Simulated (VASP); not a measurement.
# BeTe: single point with LDA

The system is BeTe.

```
CELL_PARAMETERS angstrom
0.00000 2.77000 2.77000
2.77000 0.00000 2.77000
2.77000 2.77000 0.00000
ATOMIC_POSITIONS crystal
Te 0.75000 0.75000 0.75000
Be 0.00000 0.00000 0.00000
```

* Program: VASP 6.6.1
* Task: single point
* Functional: LDA
* Potentials or basis: VASP PAW LDA potentials, release 64 (Te, Be)
* Cutoff: 520 eV
* k mesh: 8 × 8 × 8
* Occupations: fermi-dirac, width 0.05 eV
* Spin: no spin polarisation
* Dipole correction: no
* Further INCAR settings: ALGO = Normal; EDIFF = 1e-06; NBANDS = 11

| Item | Value |
| --- | --- |
| Pressure | 0.8 GPa |
| Band gap on the k mesh | 1.75 eV, indirect (least direct gap 3.54 eV) |

Levels at points of the mesh, in eV from the valence-band top:
```
           k point  band 1  band 2  band 3  band 4  band 5  band 6  band 7  band 8  band 9
(0.00, 0.00, 0.00)  -12.65    0.00    0.00    0.00    3.54    3.54    3.54    4.09    8.25
(0.50, 0.00, 0.00)  -11.19   -5.86   -1.22   -1.22    3.19    4.53    4.53    7.63   10.96
(0.50, 0.50, 0.00)  -10.66   -5.35   -2.83   -2.83    1.75    2.58    9.91    9.91   11.65
```

Wall time 28 s on 1 thread of AMD EPYC 7R13 (shared host), peak memory 0.12 GiB.

Caveat: spin-orbit coupling is left out, which moves the levels of the heavy elements. A k mesh can miss the band edges.
